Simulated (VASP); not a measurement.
# ZrN (Fm-3m) in VASP: single point with PBE

Aim: the single point of ZrN with PBE.

Everything below comes from runs of VASP 6.6.1. Logs are shortened: lines on timing, memory, paths and dates and some standing lists are left out, and cuts for length are marked.

## Step 1: The cell of the first run

The structure is cubic, space group Fm-3m (No. 225). The conventional cell has a = 4.765 Å, b = 4.765 Å, c = 4.765 Å, α = 90.00°, β = 90.00°, γ = 90.00°. Zr (site symmetry m-3m) has 6 N at 2.38 Å within 3.1 Å. N (site symmetry m-3m) has 6 Zr at 2.38 Å within 3.1 Å.

## Step 2: Single point, PBE

Input file INCAR:

```
SYSTEM = ZrN
ALGO = Normal
EDIFF = 1E-6
ENCUT = 600
GGA = PE
GGA_COMPAT = .False.
ISIF = 2
ISMEAR = 0
LASPH = .True.
LCHARG = .False.
LREAL = .False.
LWAVE = .False.
NBANDS = 16
NELM = 120
PREC = Accurate
SIGMA = 0.0291
```

Input file KPOINTS:

```
k-points
0
Gamma
  9 9 9
  0 0 0
```

Input file POSCAR:

```
ZrN
1.0
    0.0000000000      2.3826060000      2.3826060000
    2.3826060000      0.0000000000      2.3826060000
    2.3826060000      2.3826060000      0.0000000000
Zr N
1 1
Direct
    0.0000000000      0.0000000000      0.0000000000
    0.5000000000      0.5000000000      0.5000000000
```

Potentials or basis: VASP PAW PBE potentials, release 64 (Zr_sv, N).

Started as:

```
cat potpaw_PBE.64/Zr_sv/POTCAR potpaw_PBE.64/N/POTCAR > POTCAR
mpirun -np 1 vasp_std > vasp.out
```

OUTCAR:

```text
SYSTEM = ZrN
   EDIFF = 1E-6
   ENCUT = 600
   GGA = PE
   ISIF = 2
   ISMEAR = 0
   LASPH = .True.
   LREAL = .False.
   NELM = 120
   PREC = Accurate

 ion  position               nearest neighbor table
   1  0.000  0.000  0.000-   2 2.38   2 2.38   2 2.38   2 2.38   2 2.38   2 2.38
   2  0.500  0.500  0.500-   1 2.38   1 2.38   1 2.38   1 2.38   1 2.38   1 2.38

  LATTYP: Found a face centered cubic cell.
 ALAT       =     4.7652120000

  Lattice vectors:

 A1 = (   0.0000000000,   2.3826060000,   2.3826060000)
 A2 = (   2.3826060000,   0.0000000000,   2.3826060000)
 A3 = (   2.3826060000,   2.3826060000,   0.0000000000)

Analysis of symmetry for initial positions (statically):
=====================================================================
 Subroutine PRICEL returns:
 Original cell was already a primitive cell.

 Routine SETGRP: Setting up the symmetry group for a
 face centered cubic supercell.

 Subroutine GETGRP returns: Found 48 space group operations
[... 9 lines left out ...]

 Routine SETGRP: Setting up the symmetry group for a
 face centered cubic supercell.

 Subroutine GETGRP returns: Found 48 space group operations
[... 11 lines left out ...]
                                     Primitive cell

  volume of cell :      27.0512

  direct lattice vectors                    reciprocal lattice vectors
     0.000000000  2.382606000  2.382606000    -0.209854252  0.209854252  0.209854252
     2.382606000  0.000000000  2.382606000     0.209854252 -0.209854252  0.209854252
     2.382606000  2.382606000  0.000000000     0.209854252  0.209854252 -0.209854252

  length of vectors
     3.369513719  3.369513719  3.369513719     0.363478227  0.363478227  0.363478227

  position of ions in fractional coordinates (direct lattice)
     0.000000000  0.000000000  0.000000000
     0.500000000  0.500000000  0.500000000

  ion indices of the primitive-cell ions
   primitive index   ion index
                 1           1
                 2           2

----------------------------------------------------------------------------------------

 KPOINTS: k-points

Automatic generation of k-mesh.
 Grid dimensions read from file:
 generate k-points for:    9    9    9

 Generating k-lattice:

  Cartesian coordinates                     Fractional coordinates (reciprocal lattice)
[... 48 lines left out ...]
   NGX,Y,Z   is equivalent  to a cutoff of  13.81, 13.81, 13.81 a.u.
   NGXF,Y,Z  is equivalent  to a cutoff of  27.63, 27.63, 27.63 a.u.
 SYSTEM =  ZrN
   PREC   = accura    normal or accurate (medium, high low for compatibility)
   ISTART =      0    job   : 0-new  1-cont  2-samecut
   ICHARG =      2    charge: 1-file 2-atom 10-const
   ISPIN  =      1    spin polarized calculation?
   LNONCOLLINEAR =      F non collinear calculations
   LSORBIT =      F    spin-orbit coupling
   LASPH  =      T    aspherical Exc in radial PAW
   ENCUT  =  600.0 eV  44.10 Ry    6.64 a.u.   6.73  6.73  6.73*2*pi/ulx,y,z
   NELM   =    120;   NELMIN=  2; NELMDL= -5     # of ELM steps
   EDIFF  = 0.1E-05   stopping-criterion for ELM
   LREAL  =      F    real-space projection
   EDIFFG = 0.1E-04   stopping-criterion for IOM
   NSW    =      0    number of steps for IOM
   IBRION =     -1    ionic relax: 0-MD 1-quasi-New 2-CG
   NFREE  =      0    steps in history (QN), initial steepest desc. (CG)
   ISIF   =      2    stress and relaxation
   ISYM   =      2    0-nonsym 1-usesym 2-fastsym
   POTIM  = 0.5000    time-step for ionic-motion
   TEBEG  =    0.0;   TEEND  =   0.0 temperature during run
   PSTRESS=    0.0 pullay stress
   NELECT =      17.0000    total number of electrons
   NUPDOWN=      -1.0000    fix difference up-down
   EMIN   =  10.00;   EMAX   =-10.00  energy-range for DOS
   EFERMI =   0.00;   METHOD = LEGACY
   ISMEAR =     0;   SIGMA  =   0.03  broadening in eV -4-tet -1-fermi 0-gaus
   EFERMI_NEDOS =   21; number of points for ismear=-14 and -15
   IALGO  =     38    algorithm
   IMIX   =      4    mixing-type and parameters
     AMIX     =   0.40;   BMIX     =  1.00
     AMIX_MAG =   1.60;   BMIX_MAG =  1.00
  volume/ion in A,a.u.               =      13.53        91.28
  Fermi-wavevector in a.u.,A,eV,Ry     =   1.402261  2.649889 26.753631  1.966336
  Thomas-Fermi vector in A             =   2.525041
   LORBIT       =      0    0 simple, 1 ext, 2 COOP (PROOUT), +10 PAW based schemes
   GGA     = PE    functional components
   LHFCALC =     F    Hartree Fock is set to
   AEXX    =    0.0000 exact exchange contribution
   IVDW    =     0    specifies the selected vdW correction
   LEPSILON=     F    determine dielectric tensor
   LRPA    =     F    only Hartree local field effects (RPA)
 non-spin polarized calculation
 Gauss-broadening in eV      SIGMA  =   0.03
  energy-cutoff  :      600.00
  volume of cell :       27.05
 maximum number of plane-waves:       914
   NGX = 13   NGY = 13   NGZ = 13

 number of electron      17.0000000 magnetization

 Free energy of the ion-electron system (eV)
  ---------------------------------------------------
  ext. energy  EPLUGINS =         0.00000000
  ---------------------------------------------------
  free energy    TOTEN  =       -20.17384669 eV

  energy without entropy =      -20.17270891  energy(sigma->0) =      -20.17327780

 E-fermi :  10.4928     XC(G=0): -11.9086

 val. band max:       10.4676184080   @ k =   0.1111   0.0000   0.0000
 cond. band min:      10.5024934555   @ k =   0.4444   0.2222   0.1111
 fundamental gap:      0.0348750475
 Fermi energy:        10.4927664260

 k-point     1 :       0.0000    0.0000    0.0000
  band No.  band energies     occupation
      1     -39.3902      2.00000
      2     -17.1023      2.00000
      3     -17.1023      2.00000
      4     -17.1023      2.00000
      5      -5.2297      2.00000
      6       8.0376      2.00000
[... 433 lines left out ...]
      3     -17.3328      2.00000
      4     -17.3328      2.00000
      5      -4.6072      2.00000
      6       5.8123      2.00000
[... 8 lines left out ...]
     15      19.5962      0.00000
     16      24.8368      0.00000

 [... further k-points ...]
[... 5 lines left out ...]
  --------------------------------------------------------------------------------------
  -------------------------------------------------------------------------------------
  Total       -3.6165877     -3.6165877     -3.6165877      0.0000000     -0.0000000      0.0000000
  in kB     -214.2016903   -214.2016903   -214.2016903      0.0000000     -0.0000000      0.0000000
  external PRESSURE =    -214.2016903 kB  Pullay stress =       0.0000000 kB

 VOLUME and BASIS-vectors are now :
 -----------------------------------------------------------------------------
  energy-cutoff  :      600.00
  volume of cell :       27.05
      direct lattice vectors                 reciprocal lattice vectors
     0.000000000  2.382606000  2.382606000    -0.209854252  0.209854252  0.209854252
     2.382606000  0.000000000  2.382606000     0.209854252 -0.209854252  0.209854252
     2.382606000  2.382606000  0.000000000     0.209854252  0.209854252 -0.209854252

 POSITION                                       TOTAL-FORCE (eV/Angst)
 -----------------------------------------------------------------------------------
      0.00000      0.00000      0.00000         0.000000      0.000000     -0.000000
      2.38261      2.38261      2.38261        -0.000000      0.000000      0.000000
 -----------------------------------------------------------------------------------
    total drift:                                0.000000      0.000000      0.000000

  FREE ENERGIE OF THE ION-ELECTRON SYSTEM (eV)
  ---------------------------------------------------
  free  energy   TOTEN  =       -20.1738466896 eV

  energy  without entropy=      -20.1727089122  energy(sigma->0) =      -20.17327780
```

OSZICAR:

```text
N       E                     dE             d eps       ncg     rms          rms(c)
DAV:   1     0.125128571800E+03    0.12513E+03   -0.97829E+03  1120   0.116E+03
DAV:   2    -0.183666982868E+02   -0.14350E+03   -0.13443E+03  1456   0.317E+02
DAV:   3    -0.236742320784E+02   -0.53075E+01   -0.52812E+01  1752   0.571E+01
DAV:   4    -0.237261242929E+02   -0.51892E-01   -0.51885E-01  1312   0.525E+00
DAV:   5    -0.237269641769E+02   -0.83988E-03   -0.83988E-03  1744   0.441E-01    0.174E+01
DAV:   6    -0.204455324411E+02    0.32814E+01   -0.78391E+00  1272   0.252E+01    0.682E+00
DAV:   7    -0.202169366585E+02    0.22860E+00   -0.62180E-01  1344   0.712E+00    0.508E+00
DAV:   8    -0.201897035951E+02    0.27233E-01   -0.29676E-01  1256   0.488E+00    0.273E+00
DAV:   9    -0.201751159693E+02    0.14588E-01   -0.62282E-02  1224   0.239E+00    0.100E+00
DAV:  10    -0.201739612585E+02    0.11547E-02   -0.50260E-03  1400   0.758E-01    0.161E-01
DAV:  11    -0.201738579464E+02    0.10331E-03   -0.27426E-04  1408   0.151E-01    0.845E-02
DAV:  12    -0.201738476730E+02    0.10273E-04   -0.27495E-05  1280   0.452E-02    0.501E-03
DAV:  13    -0.201738466896E+02    0.98341E-06   -0.83859E-07   976   0.102E-02
   1 F= -.20173847E+02 E0= -.20173278E+02  d E =-.113778E-02
```

stdout:

```text
POSCAR found type information on POSCAR ZrN
 POSCAR found :  2 types and       2 ions
 scaLAPACK will be used
 LDA part: xc-table for (Slater+PW92), standard interpolation
 POSCAR, INCAR and KPOINTS ok, starting setup
 FFT: planning ... GRIDC
 FFT: planning ... GRID_SOFT
 FFT: planning ... GRID
 WAVECAR not read
 entering main loop
```

It took 13 s on 1 thread of Intel Xeon Platinum 8559C (Emerald Rapids), shared host; peak memory 0.15 GiB.

What came out:

* Free energy: -20.1738 eV
* Pressure: -21.4 GPa
